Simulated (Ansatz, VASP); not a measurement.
# One calculation of In26GaP27, two programs

```
Ga In P
1.0
     0.00000    8.79150    8.79150
     8.79150    0.00000    8.79150
     8.79150    8.79150    0.00000
Ga In P
1 26 27
Direct
  0.99957 0.00002 0.99999
  0.00021 0.99982 0.33077
  0.00001 0.00003 0.66900
  0.00016 0.33073 0.99992
  0.00052 0.33319 0.33301
  0.00025 0.33052 0.66886
  0.00001 0.66912 0.00008
  0.00033 0.66879 0.33050
  0.99987 0.66668 0.66676
  0.33068 0.99999 0.00012
  0.33307 0.00037 0.33328
  0.33085 0.99995 0.66918
  0.33295 0.33335 0.00043
  0.33308 0.33321 0.33316
  0.33354 0.33341 0.66644
  0.33073 0.66896 0.00017
  0.33349 0.66636 0.33344
  0.33347 0.66641 0.66651
  0.66903 0.99987 0.99989
  0.66925 0.99967 0.33100
  0.66667 0.99970 0.66664
  0.66914 0.33088 0.99980
  0.66656 0.33342 0.33349
  0.66657 0.33343 0.66637
  0.66668 0.66659 0.99978
  0.66658 0.66630 0.33346
  0.66647 0.66681 0.66673
  0.07837 0.07862 0.07855
  0.08284 0.08293 0.41703
  0.07877 0.07832 0.76407
  0.08280 0.41712 0.08284
  0.08296 0.41691 0.41700
  0.08348 0.41665 0.74970
  0.07870 0.76402 0.07839
  0.08343 0.74959 0.41685
  0.08352 0.74992 0.74992
  0.41702 0.08297 0.08292
  0.41715 0.08289 0.41697
  0.41674 0.08344 0.74994
  0.41717 0.41688 0.08292
  0.41663 0.41650 0.41655
  0.41665 0.41648 0.75018
  0.41684 0.74976 0.08344
  0.41660 0.75010 0.41654
  0.41644 0.74982 0.75006
  0.76424 0.07847 0.07864
  0.75007 0.08344 0.41651
  0.74980 0.08342 0.74972
  0.74999 0.41643 0.08349
  0.75033 0.41647 0.41655
  0.75000 0.41683 0.74960
  0.74980 0.74974 0.08348
  0.75013 0.74951 0.41673
  0.75004 0.74985 0.74994
```

Alike in both runs: task single point; functional PBE; k mesh 1 × 1 × 1; occupations gaussian, width 0.05 eV; collinear spin.

```csv
,VASP,Ansatz
version,VASP 6.6.1,Ansatz 0.2.0
potentials or method,"VASP PAW PBE potentials, release 64 (Ga_d, In_d, P), cutoff 400 eV","scalar-relativistic, plane waves, PAW"
valence electrons in the cell,486,486
```

Ansatz gave:

* gap on the k mesh at the Fermi level (eV): 0.65
* rms of the force components (eV/Å): 0.010
* net moment per atom (μB): 0.00

Task: Estimate VASP's values.

Result: gap on the k mesh at the Fermi level (eV): 0.64; rms of the force components (eV/Å): 0.010; net moment per atom (μB): 0.00.

Atom by atom the forces differ by 0.001 eV/Å (rms over components). With one functional, cell and mesh, what is left measures potentials, basis and numerics. Ansatz's warnings: stability check not made.
